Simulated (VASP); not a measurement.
# Cu (Fm-3m) in VASP: a series of runs, part 2 of 2

VASP 6.6.1.

## Step 4: Single point, BLYP (volume scaled by 0.88)

INCAR reads:

```
PREC = Accurate ; ENCUT = 520
EDIFF = 1E-6 ; ISMEAR = -1
SIGMA = 0.1 ; LREAL = False
LASPH = True ; NELM = 80
ALGO = Normal ; ISIF = 2
LWAVE = False ; LCHARG = True
GGA = B5 ; ALDAX = 1.0
AGGAX = 1.0 ; AGGAC = 1.0
ALDAC = 0.0 ; LELF = True
LVHAR = True ; NBANDS = 12
```

KPOINTS reads:

```
Automatic mesh
0
Gamma
  24 24 24
```

POSCAR reads:

```
Cu
1.0
    0.0000000000      1.7737195962      1.7737195962
    1.7737195962      0.0000000000      1.7737195962
    1.7737195962      1.7737195962      0.0000000000
Cu
1
Direct
    0.0000000000      0.0000000000      0.0000000000
```

Potentials or basis: VASP PAW PBE potentials, release 64 (Cu).

Command:

```bash
cat potpaw_PBE.64/Cu/POTCAR > POTCAR
mpirun -np 1 vasp_std > vasp.out
```

OUTCAR:

```text
PREC = Accurate
   ENCUT = 520
   EDIFF = 1E-6
   ISMEAR = -1
   LREAL = False
   LASPH = True
   NELM = 80
   ISIF = 2
   GGA = B5

 ion  position               nearest neighbor table
   1  0.000  0.000  0.000-

  LATTYP: Found a face centered cubic cell.
 ALAT       =     3.5474391924

  Lattice vectors:

 A1 = (   0.0000000000,   1.7737195962,   1.7737195962)
 A2 = (   1.7737195962,   0.0000000000,   1.7737195962)
[... 528 lines left out ...]
      2       5.4520      2.00000
      3       5.5021      2.00000
      4       6.6235      2.00000
      5       7.0081      2.00000
      6       7.6420      1.99999
      7      13.6642      0.00000
      8      30.3934      0.00000
      9      30.7958      0.00000
     10      31.4190      0.00000
     11      35.5901      0.00000
     12      35.9292      0.00000

 [... further k-points ...]
[... 5 lines left out ...]
  --------------------------------------------------------------------------------------
  -------------------------------------------------------------------------------------
  Total        1.4829149      1.4829149      1.4829149     -0.0000000     -0.0000000      0.0000000
  in kB      212.8834647    212.8834647    212.8834647     -0.0000000     -0.0000000      0.0000000
  external PRESSURE =     212.8834647 kB  Pullay stress =       0.0000000 kB

 VOLUME and BASIS-vectors are now :
 -----------------------------------------------------------------------------
  energy-cutoff  :      520.00
  volume of cell :       11.16
      direct lattice vectors                 reciprocal lattice vectors
     0.000000000  1.773719596  1.773719596    -0.281893486  0.281893486  0.281893486
     1.773719596  0.000000000  1.773719596     0.281893486 -0.281893486  0.281893486
     1.773719596  1.773719596  0.000000000     0.281893486  0.281893486 -0.281893486

 POSITION                                       TOTAL-FORCE (eV/Angst)
 -----------------------------------------------------------------------------------
      0.00000      0.00000      0.00000         0.000000      0.000000      0.000000
 -----------------------------------------------------------------------------------
    total drift:                                0.000000      0.000000      0.000000

  FREE ENERGIE OF THE ION-ELECTRON SYSTEM (eV)
  ---------------------------------------------------
  free  energy   TOTEN  =        -2.8934715867 eV

  energy  without entropy=       -2.8850716202  energy(sigma->0) =       -2.88927160
```

OSZICAR:

```text
N       E                     dE             d eps       ncg     rms          rms(c)
DAV:   1     0.432607140057E+02    0.43261E+02   -0.54293E+03 11188   0.157E+03
DAV:   2    -0.242227882067E+01   -0.45683E+02   -0.42304E+02 10204   0.208E+02
DAV:   3    -0.372816134475E+01   -0.13059E+01   -0.12991E+01 11664   0.398E+01
DAV:   4    -0.373611034871E+01   -0.79490E-02   -0.79479E-02 11172   0.276E+00
DAV:   5    -0.373618491593E+01   -0.74567E-04   -0.74565E-04 11864   0.272E-01    0.736E+00
DAV:   6    -0.319688613685E+01    0.53930E+00   -0.12164E+01 11828   0.680E+01    0.331E+00
DAV:   7    -0.290738787616E+01    0.28950E+00   -0.17850E+00 11820   0.261E+01    0.578E-01
DAV:   8    -0.289479514177E+01    0.12593E-01   -0.45125E-03 11528   0.870E-01    0.272E-01
DAV:   9    -0.289346483703E+01    0.13303E-02   -0.68169E-03 12600   0.144E+00    0.250E-02
DAV:  10    -0.289347163033E+01   -0.67933E-05   -0.40829E-05 13388   0.960E-02    0.503E-03
DAV:  11    -0.289347158672E+01    0.43614E-07   -0.78170E-07 11724   0.109E-02
   1 F= -.28934716E+01 E0= -.28892716E+01  d E =-.839997E-02
```

stdout:

```text
POSCAR found type information on POSCAR Cu
 POSCAR found :  1 types and       1 ions
 scaLAPACK will be used
 -----------------------------------------------------------------------------
|                                                                             |
|                                                                             |
|     You enforced a specific xc type in the INCAR file but a different       |
|     I HOPE YOU KNOW WHAT YOU ARE DOING!                                     |
|                                                                             |
 -----------------------------------------------------------------------------

 LDA part: xc-table for (Slater(with rela. corr.)+VWN5), standard interpolation
 POSCAR, INCAR and KPOINTS ok, starting setup
 FFT: planning ... GRIDC
 FFT: planning ... GRID_SOFT
 FFT: planning ... GRID
 WAVECAR not read
 entering main loop
```

Wall time 29 s (1 thread of Intel Xeon 6975P-C (Granite Rapids), shared host); peak memory 0.16 GiB.

Results:

* Free energy: -2.8935 eV
* Pressure: 21.3 GPa

Caveat: the PAW data sets were made with another functional, which shifts forces and pressure a little.

## Step 5: Single point, BLYP (volume scaled by 0.92)

INCAR reads:

```
SYSTEM = Cu
PREC = Accurate ; ENCUT = 520
EDIFF = 1E-6 ; ISMEAR = -1
SIGMA = 0.1 ; LREAL = .False.
LASPH = .True. ; NELM = 80
ALGO = Normal ; ISIF = 2
LWAVE = .False. ; LCHARG = .False.
GGA = B5 ; ALDAX = 1.0
AGGAX = 1.0 ; AGGAC = 1.0
ALDAC = 0.0 ; NBANDS = 12
```

KPOINTS reads:

```
regular mesh
0
Gamma
  24 24 24
  0 0 0
```

POSCAR reads:

```
Cu
1.0
    0.0000000000      1.8001969265      1.8001969265
    1.8001969265      0.0000000000      1.8001969265
    1.8001969265      1.8001969265      0.0000000000
Cu
1
Direct
    0.0000000000      0.0000000000      0.0000000000
```

Command:

```bash
cat potpaw_PBE.64/Cu/POTCAR > POTCAR
mpirun -np 1 vasp_std > vasp.out
```

Run time: 25 s. Hardware: 1 thread of Intel Xeon 6975P-C (Granite Rapids), shared host; peak memory 0.16 GiB.

It converged, with:

| Quantity | Value |
| --- | --- |
| Free energy | -2.9468 eV |
| Pressure | 12.7 GPa |

Levels at points of the mesh, in eV from the Fermi level:
| k point | band 4 | band 5 | band 6 | band 7 | band 8 | band 9 |
| --- | --- | --- | --- | --- | --- | --- |
| (0.00, 0.00, 0.00) | -3.20 | -2.37 | -2.37 | 23.00 | 25.35 | 25.35 |
| (0.50, 0.00, 0.00) | -1.78 | -1.78 | -0.90 | 3.73 | 21.55 | 22.05 |
| (0.50, 0.50, 0.00) | -1.63 | -1.63 | 1.56 | 7.18 | 13.12 | 13.12 |

Caveat: the PAW data sets were made with another functional, which shifts forces and pressure a little.

## Step 6: Single point, BLYP (volume scaled by 0.96)

INCAR reads:

```
SYSTEM = Cu
  PREC = Accurate
  ENCUT = 520
  EDIFF = 1E-6
  ISMEAR = -1
  SIGMA = 0.1
  LREAL = .FALSE.
  LASPH = .TRUE.
  NELM = 60
  ALGO = Normal
  ISIF = 2
  LWAVE = .FALSE.
  LCHARG = .TRUE.
  GGA = B5
  ALDAX = 1.0
  AGGAX = 1.0
  AGGAC = 1.0
  ALDAC = 0.0
  LELF = .TRUE.
  LVHAR = .TRUE.
  NBANDS = 12
```

KPOINTS reads:

```
Automatic mesh
0
G
  24 24 24
  0 0 0
```

POSCAR reads:

```
Cu
1.0
    0.0000000000      1.8259175005      1.8259175005
    1.8259175005      0.0000000000      1.8259175005
    1.8259175005      1.8259175005      0.0000000000
Cu
1
Direct
    0.0000000000      0.0000000000      0.0000000000
```

Potentials or basis: VASP PAW PBE potentials, release 64 (Cu).

Command:

```bash
cat potpaw_PBE.64/Cu/POTCAR > POTCAR
mpirun -np 1 vasp_std > vasp.out
```

OUTCAR:

```text
SYSTEM = Cu
   PREC = Accurate
   ENCUT = 520
   EDIFF = 1E-6
   ISMEAR = -1
   LREAL = .FALSE.
   LASPH = .TRUE.
   NELM = 60
   ISIF = 2
   GGA = B5

 ion  position               nearest neighbor table
   1  0.000  0.000  0.000-

  LATTYP: Found a face centered cubic cell.
 ALAT       =     3.6518350010

  Lattice vectors:

 A1 = (   0.0000000000,   1.8259175005,   1.8259175005)
 A2 = (   1.8259175005,   0.0000000000,   1.8259175005)
 A3 = (   1.8259175005,   1.8259175005,   0.0000000000)

Analysis of symmetry for initial positions (statically):
[... 530 lines left out ...]
      7      12.1068      0.00000
      8      28.3938      0.00000
      9      28.5655      0.00000
     10      28.9737      0.00000
     11      33.2326      0.00000
     12      33.4726      0.00000

 [... further k-points ...]
[... 5 lines left out ...]
  --------------------------------------------------------------------------------------
  -------------------------------------------------------------------------------------
  Total        0.4562594      0.4562594      0.4562594     -0.0000000     -0.0000000      0.0000000
  in kB       60.0411492     60.0411492     60.0411492     -0.0000000     -0.0000000      0.0000000
  external PRESSURE =      60.0411492 kB  Pullay stress =       0.0000000 kB

 VOLUME and BASIS-vectors are now :
 -----------------------------------------------------------------------------
  energy-cutoff  :      520.00
  volume of cell :       12.18
      direct lattice vectors                 reciprocal lattice vectors
     0.000000000  1.825917500  1.825917500    -0.273834935  0.273834935  0.273834935
     1.825917500  0.000000000  1.825917500     0.273834935 -0.273834935  0.273834935
     1.825917500  1.825917500  0.000000000     0.273834935  0.273834935 -0.273834935

 POSITION                                       TOTAL-FORCE (eV/Angst)
 -----------------------------------------------------------------------------------
      0.00000      0.00000      0.00000         0.000000     -0.000000     -0.000000
 -----------------------------------------------------------------------------------
    total drift:                                0.000000      0.000000      0.000000

  FREE ENERGIE OF THE ION-ELECTRON SYSTEM (eV)
  ---------------------------------------------------
  free  energy   TOTEN  =        -2.9759590498 eV

  energy  without entropy=       -2.9671811213  energy(sigma->0) =       -2.97157009
```

It took 22 s on 1 thread of Intel Xeon 6975P-C (Granite Rapids), shared host; peak memory 0.17 GiB.

What came out:

```
Free energy : -2.9760 eV
Pressure    : 6.0 GPa
```

Caveat: the PAW data sets were made with another functional, which shifts forces and pressure a little.

## Step 7: Overview

```csv
task,cell,k mesh,cutoff (eV),gap on the mesh (eV),pressure (GPa)
single point,"a = 2.618 Å, angles 60.0°, 1 atom",15 × 15 × 15,520,none,0.7
relaxation of cell and atoms,"relaxed from a = 2.556 Å, angles 60.0°, 1 atom",15 × 15 × 15,600,none,0.0
single point,"a = 2.508 Å, angles 60.0°, 1 atom",24 × 24 × 24,520,none,21.3
single point,"a = 2.546 Å, angles 60.0°, 1 atom",24 × 24 × 24,520,none,12.7
single point,"a = 2.582 Å, angles 60.0°, 1 atom",24 × 24 × 24,520,none,6.0
```

Alike in all rows: level BLYP; potentials or basis VASP PAW PBE potentials, release 64 (Cu); no spin polarisation; smearing fermi-dirac 0.1 eV.

Caveats: the PAW data sets were made with another functional, which shifts forces and pressure a little.

Total energies depend on the potentials used, so only differences within one code and one set of settings carry meaning.
